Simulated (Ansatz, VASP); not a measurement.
**ZnSe: VASP beside Ansatz**

Contents of INCAR:

```
SYSTEM = ZnSe
PREC = Accurate
ENCUT = 520
EDIFF = 1E-6
ISMEAR = 0
SIGMA = 0.05
LREAL = .False.
LASPH = .True.
NELM = 80
ALGO = Normal
ISIF = 2
LWAVE = .False.
LCHARG = .False.
GGA = PS
NBANDS = 26
```

The input KPOINTS:

```
regular mesh
0
Gamma
  8 8 6
  0 0 0
```

The input POSCAR:

```
ZnSe
1.0
    3.8287309347      0.0000000000      0.0000000000
    0.0000000000      3.8287309347      0.0000000000
    0.0000000000      0.0000000000      5.2575926485
Zn Se
2 2
Direct
    0.0000000000      0.0000000000      0.0000000000
    0.5000000000      0.5000000000      0.0000000000
    0.0000000000      0.5000000000      0.2681677050
    0.5000000000      0.0000000000      0.7318322950
```

Input for Ansatz:

```yaml
crystal:
  lattice:
    - [3.8287309347, 0.0, 0.0]
    - [0.0, 3.8287309347, 0.0]
    - [0.0, 0.0, 5.2575926485]
  atoms:
    - { symbol: Zn, position: [0.0, 0.0, 0.0] }
    - { symbol: Zn, position: [0.5, 0.5, 0.0] }
    - { symbol: Se, position: [0.0, 0.5, 0.268167705] }
    - { symbol: Se, position: [0.5, 0.0, 0.731832295] }
basis:
  ecutwfc: 520.0
kpoints:
  mp_grid: { grid: [8, 8, 6] }
hamiltonian:
  xc: pbesol
  pseudopotentials: { kind: paw, azcp: { folder: soft_1 } }
scf:
  occupations: { method: gaussian, width: 0.05 }
output:
  forces: true
  stress: true
  eigenvalues: true
```

Alike in both runs: task single point; functional PBEsol; k mesh 8 × 8 × 6; occupations gaussian, width 0.05 eV; no spin polarisation.

|  | VASP | Ansatz |
| --- | --- | --- |
| version | VASP 6.6.1 | Ansatz 0.2.0 |
| potentials or method | VASP PAW PBE potentials, release 64 (Zn, Se), cutoff 520 eV | scalar-relativistic, plane waves, PAW |
| valence electrons in the cell | 36 | 56 |

VASP gave:

| Quantity | Value |
| --- | --- |
| gap on the k mesh at the Fermi level (eV) | 1.88 |
| least direct gap on the mesh (eV) | 1.88 |
| pressure (GPa) | 14.1 |
| traceless stress, the component that is largest in VASP (GPa) | -0.78 |
| rms of the force components (eV/Å) | 0.816 |

Task: Which values does Ansatz return?

Result: gap on the k mesh at the Fermi level (eV): 1.89; least direct gap on the mesh (eV): 1.89; pressure (GPa): 13.5; traceless stress, the component that is largest in VASP (GPa): -0.79; rms of the force components (eV/Å): 0.781.

VASP's potentials were made for PBE, not for PBEsol, and Ansatz warns of the same on its side. Atom by atom the forces differ by 0.035 eV/Å (rms over components). With one functional, cell and mesh, what is left measures potentials, basis and numerics. VASP's potentials hold 36 valence electrons a cell and Ansatz's 56, so a difference there can come from the potentials and not from the codes.
